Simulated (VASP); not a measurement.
Input of a VASP 6.6.1 run:

File INCAR:

```
PREC = Accurate
ENCUT = 520
EDIFF = 1E-6
ISMEAR = -1
SIGMA = 0.1
LREAL = False
LASPH = True
NELM = 80
ALGO = Normal
ISIF = 2
LWAVE = False
LCHARG = True
GGA = CA
LELF = True
LVHAR = True
NBANDS = 16
```

File KPOINTS:

```
regular mesh
0
Gamma
  11 11 11
```

POSCAR

```
Ir
1.0
    0.0000000000      2.8439925633      2.8439925633
    2.8439925633      0.0000000000      2.8439925633
    2.8439925633      2.8439925633      0.0000000000
Ir
2
Direct
    0.1250000000      0.1250000000      0.1250000000
    0.8750000000      0.8750000000      0.8750000000
```

Potentials or basis: VASP PAW LDA potentials, release 64 (Ir).

Command:

```console
$ cat potpaw_LDA.64/Ir/POTCAR > POTCAR
$ mpirun -np 1 vasp_std > vasp.out
```

Task: Predict the pressure.

Result: -18.1 GPa.

Task: Predict the band gap on the k mesh.

Result: Zero (band 9 reaches 5.06 eV, above the bottom of band 10 at 3.80 eV).

Caveat: spin-orbit coupling is left out, which moves the levels of the heavy elements.
